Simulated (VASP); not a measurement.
# Si2B2W (P4mm) in VASP: further runs, part 2 of 2

VASP 6.6.1. The steps go on from the part before.

## (3) Single point, PBE

This run uses another cell than the first one, of 11.51 Å³/atom.

Contents of INCAR:

```
PREC = Accurate
ENCUT = 520
EDIFF = 1E-6
ISMEAR = 0
SIGMA = 0.1
LREAL = False
LASPH = True
NELM = 80
ALGO = Normal
ISIF = 2
LWAVE = False
LCHARG = True
GGA = PE
LELF = True
LVHAR = True
NBANDS = 22
```

Contents of KPOINTS:

```
Automatic mesh
0
Gamma
  6 6 4
```

Contents of POSCAR:

```
Si2B2W
1.0
    3.0912168027      0.0000000000      0.0000000000
    0.0000000000      3.0912168027      0.0000000000
    0.0000000000      0.0000000000      6.0208942484
Si B W
2 2 1
Direct
    0.5000000000      0.5000000000      0.4008300486
    0.0000000000      0.0000000000      0.1450917811
    0.5000000000      0.0000000000      0.8919417728
    0.0000000000      0.5000000000      0.8919417728
    0.0000000000      0.0000000000      0.6076265947
```

Potentials or basis: VASP PAW PBE potentials, release 64 (Si, B, W_sv).

Run with:

```bash
$ cat potpaw_PBE.64/Si/POTCAR potpaw_PBE.64/B/POTCAR potpaw_PBE.64/W_sv/POTCAR > POTCAR
$ mpirun -np 1 vasp_std > vasp.out
```

OUTCAR:

```text
PREC = Accurate
   ENCUT = 520
   EDIFF = 1E-6
   ISMEAR = 0
   LREAL = False
   LASPH = True
   NELM = 80
   ISIF = 2
   GGA = PE

 ion  position               nearest neighbor table
   1  0.500  0.500  0.401-   5 2.52   5 2.52   5 2.52   5 2.52   2 2.67   2 2.67   2 2.67   2 2.67

   2  0.000  0.000  0.145-   3 2.17   4 2.17   4 2.17   3 2.17   1 2.67   1 2.67   1 2.67   1 2.67
                             5 2.78   5 3.24
   3  0.500  0.000  0.892-   2 2.17   2 2.17   5 2.31   5 2.31
   4  0.000  0.500  0.892-   2 2.17   2 2.17   5 2.31   5 2.31
[... 808 lines left out ...]
  -------------------------------------------------------------------------------------
  Total        0.0124784      0.0124784      0.0399475      0.0000000      0.0000000      0.0000000
  in kB        0.3474947      0.3474947      1.1124483      0.0000000      0.0000000      0.0000000
  external PRESSURE =       0.6024792 kB  Pullay stress =       0.0000000 kB

 VOLUME and BASIS-vectors are now :
 -----------------------------------------------------------------------------
  energy-cutoff  :      520.00
  volume of cell :       57.53
      direct lattice vectors                 reciprocal lattice vectors
     3.091216803  0.000000000  0.000000000     0.323497206  0.000000000  0.000000000
     0.000000000  3.091216803  0.000000000     0.000000000  0.323497206  0.000000000
     0.000000000  0.000000000  6.020894248     0.000000000  0.000000000  0.166088285

 POSITION                                       TOTAL-FORCE (eV/Angst)
 -----------------------------------------------------------------------------------
      1.54561      1.54561      2.41336        -0.000000     -0.000000     -0.005009
      0.00000      0.00000      0.87358        -0.000000      0.000000     -0.005969
      1.54561      0.00000      5.37029        -0.000000     -0.000000      0.012945
      0.00000      1.54561      5.37029        -0.000000      0.000000      0.012945
      0.00000      0.00000      3.65846         0.000000      0.000000     -0.014913
 -----------------------------------------------------------------------------------
    total drift:                                0.000000      0.000000     -0.000621

  FREE ENERGIE OF THE ION-ELECTRON SYSTEM (eV)
  ---------------------------------------------------
  free  energy   TOTEN  =       -35.2604547702 eV

  energy  without entropy=      -35.2535737308  energy(sigma->0) =      -35.25701425
```

OSZICAR:

```text
N       E                     dE             d eps       ncg     rms          rms(c)
DAV:   1     0.178801420182E+03    0.17880E+03   -0.14645E+04  1352   0.125E+03
DAV:   2    -0.290873443447E+02   -0.20789E+03   -0.19961E+03  1426   0.330E+02
DAV:   3    -0.370251716331E+02   -0.79378E+01   -0.77767E+01  1732   0.596E+01
DAV:   4    -0.371310765847E+02   -0.10590E+00   -0.10573E+00  1614   0.659E+00
DAV:   5    -0.371323452854E+02   -0.12687E-02   -0.12686E-02  1636   0.792E-01    0.277E+01
DAV:   6    -0.355856492189E+02    0.15467E+01   -0.93449E+00  1622   0.187E+01    0.882E+00
DAV:   7    -0.353852159475E+02    0.20043E+00   -0.34338E+00  1562   0.957E+00    0.589E+00
DAV:   8    -0.352634785531E+02    0.12174E+00   -0.53515E-01  1516   0.440E+00    0.145E+00
DAV:   9    -0.352609654889E+02    0.25131E-02   -0.35647E-02  1542   0.108E+00    0.324E-01
DAV:  10    -0.352604420627E+02    0.52343E-03   -0.39008E-03  1616   0.387E-01    0.161E-01
DAV:  11    -0.352604570992E+02   -0.15037E-04   -0.34684E-04  1608   0.126E-01    0.637E-02
DAV:  12    -0.352604543194E+02    0.27798E-05   -0.34197E-05  1570   0.428E-02    0.177E-02
DAV:  13    -0.352604547702E+02   -0.45083E-06   -0.41766E-06  1542   0.150E-02
   1 F= -.35260455E+02 E0= -.35257014E+02  d E =-.688104E-02
```

Wall time 50 s (1 thread of Intel Xeon Platinum 8259CL at 2.50GHz (Skylake/Cascade Lake), shared host); peak memory 0.19 GiB.

What came out:

```
Free energy            : -35.2605 eV
Pressure               : 0.1 GPa
Largest force          : 0.015 eV/Å
Band gap on the k mesh : zero (bands 14 and 15 overlap by 2.68 eV)
```

Forces in eV/Å, atoms in the order of the input:
```
Si   0.000  0.000 -0.005
Si   0.000  0.000 -0.006
B    0.000  0.000  0.013
B    0.000  0.000  0.013
W    0.000  0.000 -0.015
```

Stress tensor (GPa, compression positive):
```
0.03 0.00 0.00
0.00 0.03 0.00
0.00 0.00 0.11
```

Caveat: spin-orbit coupling is left out, which moves the levels of the heavy elements.

## (4) Single point, PBE

This run uses another cell than the first one, of 11.49 Å³/atom.

Contents of INCAR:

```
SYSTEM = Si2B2W
PREC = Accurate
ENCUT = 520
EDIFF = 1E-7
ISMEAR = 0
SIGMA = 0.1
LREAL = .False.
LASPH = .True.
NELM = 100
ALGO = Normal
ISIF = 2
LWAVE = .False.
LCHARG = .True.
GGA = PE
LELF = .True.
LVHAR = .True.
NBANDS = 22
```

Contents of KPOINTS:

```
regular mesh
0
Gamma
  12 12 6
  0 0 0
```

Contents of POSCAR:

```
Si2B2W
1.0
    3.0720724667      0.0000000000      0.0000000000
    0.0000000000      3.0720724667      0.0000000000
    0.0000000000      0.0000000000      6.0887357520
Si B W
2 2 1
Direct
    0.5000000000      0.5000000000      0.4000170828
    0.0000000000      0.0000000000      0.1449467015
    0.5000000000      0.0000000000      0.8911367420
    0.0000000000      0.5000000000      0.8911367420
    0.0000000000      0.0000000000      0.6101947018
```

Run with:

```bash
$ cat potpaw_PBE.64/Si/POTCAR potpaw_PBE.64/B/POTCAR potpaw_PBE.64/W_sv/POTCAR > POTCAR
$ mpirun -np 1 vasp_std > vasp.out
```

It took 3 min on 1 thread of Intel Xeon Platinum 8259CL at 2.50GHz (Skylake/Cascade Lake), shared host; peak memory 0.27 GiB.

It converged, with:

```yaml
Free_energy: -35.2853 eV
Pressure: 0.1 GPa
Largest_force: 0.021 eV/Å
Band_gap_on_the_k_mesh: zero (bands 14 and 15 overlap by 2.76 eV)
```

Forces in eV/Å, atoms in the order of the input:
```
Si   0.000  0.000 -0.021
Si   0.000  0.000 -0.003
B    0.000  0.000  0.017
B    0.000  0.000  0.017
W    0.000  0.000 -0.009
```

Levels at points of the mesh, in eV from the Fermi level:
```csv
k point,band 11,band 12,band 13,band 14,band 15,band 16,band 17,band 18
"(0.00, 0.00, 0.00)",-2.84,-0.43,-0.43,0.63,1.35,2.08,3.97,4.25
"(0.50, 0.00, 0.00)",-1.53,-1.21,-1.12,-0.36,1.86,3.18,3.22,4.29
"(0.50, 0.50, 0.00)",-4.00,-3.42,-2.18,-1.36,-1.36,0.01,2.44,2.44
"(0.00, 0.00, 0.50)",-3.11,0.75,0.75,1.08,1.08,2.08,2.86,2.86
"(0.50, 0.00, 0.50)",-1.41,-1.33,-1.16,-0.75,2.77,2.98,2.99,3.93
"(0.50, 0.50, 0.50)",-3.93,-3.93,-3.22,-3.22,-0.39,3.40,3.40,3.91
```

Caveat: spin-orbit coupling is left out, which moves the levels of the heavy elements.

## (5) Relaxation of cell and atoms, PBE

Contents of INCAR:

```
SYSTEM = Si2B2W
PREC = Accurate
ENCUT = 600
EDIFF = 1E-7
ISMEAR = 0
SIGMA = 0.1
LREAL = .False.
LASPH = .True.
NELM = 60
ALGO = Normal
ISIF = 3
LWAVE = .False.
LCHARG = .False.
GGA = PE
IBRION = 2
NSW = 90
EDIFFG = -0.04
```

Contents of KPOINTS:

```
Automatic mesh
0
Gamma
  6 6 4
  0 0 0
```

Contents of POSCAR:

```
Si2B2W
1.0
    3.5898337700      0.0000000000      0.0000000000
    0.0000000000      3.5898337700      0.0000000000
    0.0000000000      0.0000000000      4.2240772400
Si B W
2 2 1
Direct
    0.5000000000      0.5000000000      0.3150837900
    0.0000000000      0.0000000000      0.1425015300
    0.5000000000      0.0000000000      0.8948658600
    0.0000000000      0.5000000000      0.8948658600
    0.0000000000      0.0000000000      0.6901149300
```

Run with:

```bash
$ cat potpaw_PBE.64/Si/POTCAR potpaw_PBE.64/B/POTCAR potpaw_PBE.64/W_sv/POTCAR > POTCAR
$ mpirun -np 1 vasp_std > vasp.out
```

It took 17 min on 1 thread of Intel Xeon Platinum 8259CL at 2.50GHz (Skylake/Cascade Lake), shared host; peak memory 0.22 GiB.

The run converged. Its results:

| Property | Result |
| --- | --- |
| Free energy | -35.2515 eV |
| Relaxed volume | 11.49 Å³/atom |
| Relaxed cell | a = 3.092 Å, b = 3.092 Å, c = 6.011 Å, α = 90.00°, β = 90.00°, γ = 90.00° |
| Space group after relaxing (to 0.1 Å) | P4mm (No. 99) |
| Pressure after relaxing | 0.1 GPa |
| Largest force after relaxing | 0.039 eV/Å |
| Band gap on the k mesh | zero (bands 14 and 15 overlap by 2.67 eV) |

Forces in eV/Å, atoms in the order of the input:
```
Si   0.000  0.000  0.029
Si   0.000  0.000  0.030
B    0.000  0.000 -0.039
B    0.000  0.000 -0.039
W    0.000  0.000  0.020
```

Stress tensor (GPa, compression positive):
```
 0.10  0.00  0.00
 0.00  0.10  0.00
 0.00  0.00 -0.03
```

Final structure:
```
CELL_PARAMETERS angstrom
3.09203 0.00000 0.00000
0.00000 3.09203 0.00000
0.00000 0.00000 6.01102
ATOMIC_POSITIONS crystal
Si 0.50000 0.50000 0.40016
Si 0.00000 0.00000 0.14489
B 0.50000 0.00000 0.89258
B 0.00000 0.50000 0.89258
W 0.00000 0.00000 0.60722
```

Levels at points of the mesh, in eV from the Fermi level:
```
           k point  band 11  band 12  band 13  band 14  band 15  band 16  band 17  band 18
(0.00, 0.00, 0.00)    -2.91    -0.73    -0.73     0.84     1.03     1.81     3.72     4.01
(0.50, 0.00, 0.00)    -1.63    -1.47    -1.34    -0.28     1.50     2.97     3.10     4.13
(0.50, 0.50, 0.00)    -4.10    -3.58    -2.32    -1.52    -1.52    -0.01     2.53     3.65
(0.00, 0.00, 0.50)    -3.34     0.51     0.51     0.73     1.20     1.81     2.68     2.68
(0.50, 0.00, 0.50)    -1.59    -1.42    -1.41    -0.80     2.49     2.72     3.09     3.62
(0.50, 0.50, 0.50)    -4.10    -4.10    -3.30    -3.30    -0.44     3.40     3.92     4.29
```

Caveat: the k points lie up to 0.34 Å⁻¹ apart in the final cell, too coarse for converged energies and pressures of a metal; a cell axis changed by over 15 % at a fixed basis, so the end point is rough; spin-orbit coupling is left out, which moves the levels of the heavy elements.

## (6) Relaxation of cell and atoms, PBE

This run uses another cell than the first one, of 11.51 Å³/atom.

Contents of INCAR:

```
SYSTEM = Si2B2W
PREC = Accurate ; ENCUT = 600
EDIFF = 1E-6 ; ISMEAR = 0
SIGMA = 0.1 ; LREAL = .False.
LASPH = .True. ; NELM = 60
ALGO = Normal ; ISIF = 3
LWAVE = .False. ; LCHARG = .False.
GGA = PE ; IBRION = 2
NSW = 100 ; EDIFFG = -0.01
```

Contents of KPOINTS:

```
regular mesh
0
Gamma
  12 12 6
  0 0 0
```

Contents of POSCAR:

```
Si2B2W
1.0
    3.0912168027      0.0000000000      0.0000000000
    0.0000000000      3.0912168027      0.0000000000
    0.0000000000      0.0000000000      6.0208942484
Si B W
2 2 1
Direct
    0.5000000000      0.5000000000      0.4008300486
    0.0000000000      0.0000000000      0.1450917811
    0.5000000000      0.0000000000      0.8919417728
    0.0000000000      0.5000000000      0.8919417728
    0.0000000000      0.0000000000      0.6076265947
```

Potentials or basis: VASP PAW PBE potentials, release 64 (Si, B, W_sv).

Run with:

```bash
$ cat potpaw_PBE.64/Si/POTCAR potpaw_PBE.64/B/POTCAR potpaw_PBE.64/W_sv/POTCAR > POTCAR
$ mpirun -np 1 vasp_std > vasp.out
```

OUTCAR:

```text
SYSTEM = Si2B2W
   PREC = Accurate
   ENCUT = 600
   EDIFF = 1E-6
   ISMEAR = 0
   LREAL = .False.
   LASPH = .True.
   NELM = 60
   ISIF = 3
   GGA = PE
   IBRION = 2
   NSW = 100
   EDIFFG = -0.01

 ion  position               nearest neighbor table
   1  0.500  0.500  0.401-   5 2.52   5 2.52   5 2.52   5 2.52   2 2.67   2 2.67   2 2.67   2 2.67

   2  0.000  0.000  0.145-   3 2.17   4 2.17   4 2.17   3 2.17   1 2.67   1 2.67   1 2.67   1 2.67
                             5 2.78   5 3.24
   3  0.500  0.000  0.892-   2 2.17   2 2.17   5 2.31   5 2.31
   4  0.000  0.500  0.892-   2 2.17   2 2.17   5 2.31   5 2.31
   5  0.000  0.000  0.608-   3 2.31   4 2.31   4 2.31   3 2.31   1 2.52   1 2.52   1 2.52   1 2.52
                             2 2.78   2 3.24

  LATTYP: Found a simple tetragonal cell.
 ALAT       =     3.0912168027
 C/A-ratio  =     1.9477424693

  Lattice vectors:

 A1 = (   3.0912168027,   0.0000000000,   0.0000000000)
 A2 = (   0.0000000000,   3.0912168027,   0.0000000000)
 A3 = (   0.0000000000,   0.0000000000,   6.0208942484)

Analysis of symmetry for initial positions (statically):
=====================================================================
 Subroutine PRICEL returns:
 Original cell was already a primitive cell.

 Routine SETGRP: Setting up the symmetry group for a
 simple tetragonal supercell.

 Subroutine GETGRP returns: Found  8 space group operations
 (whereof  8 operations were pure point group operations)
 out of a pool of 16 trial point group operations.

The static configuration has the point symmetry C_4v.

Analysis of symmetry for dynamics (positions and initial velocities):
=====================================================================
 Subroutine PRICEL returns:
 Original cell was already a primitive cell.

 Routine SETGRP: Setting up the symmetry group for a
[... 153 lines left out ...]

 number of electron      28.0000002 magnetization

 Free energy of the ion-electron system (eV)
  ---------------------------------------------------
  ext. energy  EPLUGINS =         0.00000000
  ---------------------------------------------------
  free energy    TOTEN  =       -35.28187339 eV

  energy without entropy =      -35.27690605  energy(sigma->0) =      -35.27938972

------------------------ aborting loop because EDIFF is reached ----------------------------------------

  FORCE on cell =-STRESS in cart. coord.  units (eV):
  Direction    XX          YY          ZZ          XY          YZ          ZX
  --------------------------------------------------------------------------------------
  -------------------------------------------------------------------------------------
  Total       -0.2445953     -0.2445953      0.4915245      0.0000000      0.0000000      0.0000000
  in kB       -6.8114369     -6.8114369     13.6878692      0.0000000      0.0000000      0.0000000
  external PRESSURE =       0.0216652 kB  Pullay stress =       0.0000000 kB
[... 98 lines left out ...]
  FREE ENERGIE OF THE ION-ELECTRON SYSTEM (eV)
  ---------------------------------------------------
  free  energy   TOTEN  =       -35.2863816411 eV

  energy  without entropy=      -35.2814927334  energy(sigma->0) =      -35.28393719

[... ionic steps 4 to 9 ...]

--------------------------------------- Ionic step       10  -------------------------------------------

 number of electron      28.0000001 magnetization

------------------------ aborting loop because EDIFF is reached ----------------------------------------
[... 73 lines left out ...]
--------------------------------------- Ionic step       12  -------------------------------------------

 number of electron      28.0000001 magnetization

 Free energy of the ion-electron system (eV)
  ---------------------------------------------------
  ext. energy  EPLUGINS =         0.00000000
  ---------------------------------------------------
  free energy    TOTEN  =       -35.28695625 eV

  energy without entropy =      -35.28223021  energy(sigma->0) =      -35.28459323

 E-fermi :   9.5877     XC(G=0): -12.1447

 val. band max:        9.5798869861   @ k =   0.3333   0.0833   0.1667
 cond. band min:       9.5954052133   @ k =   0.5000   0.5000   0.0000
 fundamental gap:      0.0155182272
 Fermi energy:         9.5877125952

 k-point     1 :       0.0000    0.0000    0.0000
  band No.  band energies     occupation
      1     -64.0426      2.00000
      2     -28.5015      2.00000
      3     -28.1196      2.00000
      4     -28.1196      2.00000
      5      -4.4501      2.00000
      6      -0.6762      2.00000
[... 481 lines left out ...]
      5      -0.6975      2.00000
      6       1.7091      2.00000
[... 10 lines left out ...]
     17      12.1252      0.00000
     18      12.7780      0.00000

 [... further k-points ...]

------------------------ aborting loop because EDIFF is reached ----------------------------------------

  FORCE on cell =-STRESS in cart. coord.  units (eV):
  Direction    XX          YY          ZZ          XY          YZ          ZX
  --------------------------------------------------------------------------------------
  -------------------------------------------------------------------------------------
  Total        0.0023630      0.0023630      0.0131418      0.0000000      0.0000000      0.0000000
  in kB        0.0658726      0.0658726      0.3663517      0.0000000      0.0000000      0.0000000
  external PRESSURE =       0.1660323 kB  Pullay stress =       0.0000000 kB
[... 20 lines left out ...]
  FREE ENERGIE OF THE ION-ELECTRON SYSTEM (eV)
  ---------------------------------------------------
  free  energy   TOTEN  =       -35.2869562485 eV

  energy  without entropy=      -35.2822302127  energy(sigma->0) =      -35.28459323

 reached required accuracy - stopping structural energy minimisation
```

It took 14 min on 1 thread of Intel Xeon Platinum 8259CL at 2.50GHz (Skylake/Cascade Lake), shared host; peak memory 0.31 GiB.

Results:

```yaml
Free_energy: -35.2870 eV
Relaxed_volume: 11.49 Å³/atom
Relaxed_cell: a = 3.073 Å, b = 3.073 Å, c = 6.087 Å, α = 90.00°, β = 90.00°, γ = 90.00°
Space_group_after_relaxing_to_0.1_Å: P4mm (No. 99)
Energy_gained_by_relaxing: 1.0 meV/atom
Ionic_steps: 12
Pressure_after_relaxing: 0.0 GPa
Largest_force_after_relaxing: 0.009 eV/Å
Band_gap_on_the_k_mesh: zero (bands 14 and 15 overlap by 2.77 eV)
```

Forces in eV/Å, atoms in the order of the input:
```
Si   0.000  0.000  0.004
Si   0.000  0.000 -0.002
B    0.000  0.000  0.003
B    0.000  0.000  0.003
W    0.000  0.000 -0.009
```

The path:
```tsv
step	energy change (eV)	largest force (eV/Å)	pressure (GPa)	volume (Å³)
1	0.0000	0.0758	0.00	57.53
2	-0.0031	0.1035	-0.11	57.53
3	-0.0045	0.1395	-0.23	57.53
4	-0.0047	0.0855	0.44	57.35
5	-0.0050	0.0175	0.14	57.43
6	-0.0050	0.0168	-0.18	57.53
7	-0.0051	0.0127	-0.03	57.48
8	-0.0051	0.0129	-0.04	57.48
9	-0.0051	0.0109	-0.11	57.50
10	-0.0051	0.0126	-0.06	57.48
11	-0.0051	0.0106	0.01	57.47
12	-0.0051	0.0085	0.02	57.47
```

Final structure:
```
Si B W
1.0
     3.07273    0.00000    0.00000
     0.00000    3.07273    0.00000
     0.00000    0.00000    6.08721
Si B W
2 2 1
Direct
  0.50000 0.50000 0.39971
  0.00000 0.00000 0.14496
  0.50000 0.00000 0.89131
  0.00000 0.50000 0.89131
  0.00000 0.00000 0.61015
```

Caveat: spin-orbit coupling is left out, which moves the levels of the heavy elements.

## (7) The runs side by side

```tsv
task	cell	k mesh	cutoff (eV)	gap on the mesh (eV)	pressure (GPa)	relaxed volume (Å³/atom)	largest force (eV/Å)
single point	a = 3.590, b = 3.590, c = 4.224 Å, 5 atoms, atomic positions A	6 × 6 × 4	520	none	64.6	-	17.97
single point	a = 3.091, b = 3.091, c = 6.021 Å, 5 atoms, atomic positions B	6 × 6 × 4	520	none	0.1	-	0.01
single point	a = 3.072, b = 3.072, c = 6.089 Å, 5 atoms, atomic positions C	12 × 12 × 6	520	none	0.1	-	0.02
relaxation of cell and atoms	relaxed from a = 3.590, b = 3.590, c = 4.224 Å, 5 atoms, atomic positions A	6 × 6 × 4	600	none	0.1	11.49	0.04
relaxation of cell and atoms	relaxed from a = 3.091, b = 3.091, c = 6.021 Å, 5 atoms, atomic positions B	12 × 12 × 6	600	none	0.0	11.49	0.01
```

Alike in all rows: level PBE; potentials or basis VASP PAW PBE potentials, release 64 (Si, B, W_sv); no spin polarisation; smearing gaussian 0.1 eV.

Caveats: some runs use coarse meshes; spin-orbit coupling is left out, which moves the levels of the heavy elements; forces of over 1 eV/Å act on the atoms, so gaps and moduli don't describe the material at rest (at least some runs); a cell axis changed by over 15 % at a fixed basis, so the end point is rough (at least some runs).

Absolute energies hang on the potentials; compare differences alone.

The gap in the log of VASP goes by the Fermi energy; the results here count the filled bands.